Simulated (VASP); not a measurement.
Wanted: the native input for a VASP 6.6.1 run.

| Property | Result |
| --- | --- |
| Task | single point |
| Functional | PBE |
| Potentials or basis | VASP PAW PBE potentials, release 64 (Fe, S) |
| Cutoff | 600 eV |
| k mesh | 6 × 6 × 6 |
| Occupations | fermi-dirac, width 0.02 eV |
| Spin | no spin polarisation |
| Dipole correction | no |
| Further INCAR settings | ALGO = Normal; EDIFF = 1e-06; NBANDS = 52 |

The structure of FeS2 lies in POSCAR:

```
FeS2
1.0
    5.4030117461      0.0000000000      0.0000000000
    0.0000000000      5.4030117461      0.0000000000
    0.0000000000      0.0000000000      5.4030117461
Fe S
4 8
Direct
    0.0000000000      0.5000000000      0.5000000000
    0.5000000000      0.5000000000      0.0000000000
    0.5000000000      0.0000000000      0.5000000000
    0.0000000000      0.0000000000      0.0000000000
    0.3849931412      0.1150068588      0.8849931412
    0.1150068588      0.8849931412      0.3849931412
    0.8849931412      0.3849931412      0.1150068588
    0.6150068588      0.6150068588      0.6150068588
    0.3849931412      0.3849931412      0.3849931412
    0.1150068588      0.6150068588      0.8849931412
    0.8849931412      0.1150068588      0.6150068588
    0.6150068588      0.8849931412      0.1150068588
```

These files were run (other wordings do the same):

INCAR

```
  PREC = Accurate
  ENCUT = 600
  EDIFF = 1E-6
  ISMEAR = -1
  SIGMA = 0.02
  LREAL = F
  LASPH = T
  NELM = 120
  ALGO = Normal
  ISIF = 2
  LWAVE = F
  LCHARG = F
  GGA = PE
  NBANDS = 52
  GGA_COMPAT = F
```

KPOINTS

```
Automatic mesh
0
Gamma
  6 6 6
```

Potentials or basis: VASP PAW PBE potentials, release 64 (Fe, S).

The run is started by

```sh
$ cat potpaw_PBE.64/Fe/POTCAR potpaw_PBE.64/S/POTCAR > POTCAR
$ mpirun -np 1 vasp_std > vasp.out
```

It gave:

- Pressure: 0.4 GPa
- Largest force: 0.279 eV/Å
- Band gap on the k mesh: 0.64 eV (least direct gap 0.68 eV)

Run time: 2.5 min on 1 thread of Intel(R) Xeon(R) 6975P-C (Granite Rapids), on a shared host, peak memory 0.42 GiB.
